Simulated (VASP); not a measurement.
Set up this calculation in VASP 6.6.1, as the native input.

- Task: single point
- Functional: PBE
- Dispersion: D4
- Potentials or basis: VASP PAW PBE potentials, release 64 (V_sv, O)
- Cutoff: 600 eV
- k mesh: 6 × 6 × 9
- Occupations: fermi-dirac, width 0.05 eV
- Spin: collinear spin, ferromagnetic start
- Starting moments: [2.0, 2.0, 0.0, 0.0, 0.0, 0.0] μB
- Dipole correction: no
- Further INCAR settings: ALGO = Normal; EDIFF = 1e-06; NBANDS = 38

The structure of VO2 lies in POSCAR:

```
VO2
1.0
    4.5532894291      0.0000000000      0.0000000000
    0.0000000000      4.5532894291      0.0000000000
    0.0000000000      0.0000000000      2.8258729975
V O
2 4
Direct
    0.5000000000      0.5000000000      0.5000000000
    0.0000000000      0.0000000000      0.0000000000
    0.2005390506      0.7994609494      0.5000000000
    0.7994609494      0.2005390506      0.5000000000
    0.7005390506      0.7005390506      0.0000000000
    0.2994609494      0.2994609494      0.0000000000
```

The input as run:

INCAR

```
SYSTEM = VO2
PREC = Accurate ; ENCUT = 600
EDIFF = 1E-6 ; ISMEAR = -1
SIGMA = 0.05 ; LREAL = .False.
LASPH = .True. ; NELM = 200
ALGO = Normal ; ISIF = 2
LWAVE = .False. ; LCHARG = .False.
ISPIN = 2 ; MAGMOM = 2 2 0 0 0 0
LORBIT = 11 ; LMAXMIX = 4
GGA = PE ; IVDW = 13
NBANDS = 38 ; GGA_COMPAT = .False.
```

KPOINTS

```
Automatic mesh
0
Gamma
  6 6 9
  0 0 0
```

Potentials or basis: VASP PAW PBE potentials, release 64 (V_sv, O).

Run with:

```sh
$ cat potpaw_PBE.64/V_sv/POTCAR potpaw_PBE.64/O/POTCAR > POTCAR
$ mpirun -np 1 vasp_std > vasp.out
```

Results of the run:

- Pressure: 0.7 GPa
- Largest force: 0.028 eV/Å
- Band gap on the k mesh: zero (filled and empty bands overlap)
- Net moment: 2.00 μB per cell
- Site moments: V +1.04; O -0.05 μB
- Valence electrons inside the program's atomic spheres: V 11.56; O 5.05
- Dispersion energy per atom: -0.225 eV

Caveat: semilocal functionals often make such compounds metallic where correlation or magnetic order opens a gap, which also shifts bond lengths.

Wall time 98 s on 1 thread of Intel(R) Xeon(R) 6975P-C (Granite Rapids), on a shared host, peak memory 0.32 GiB.
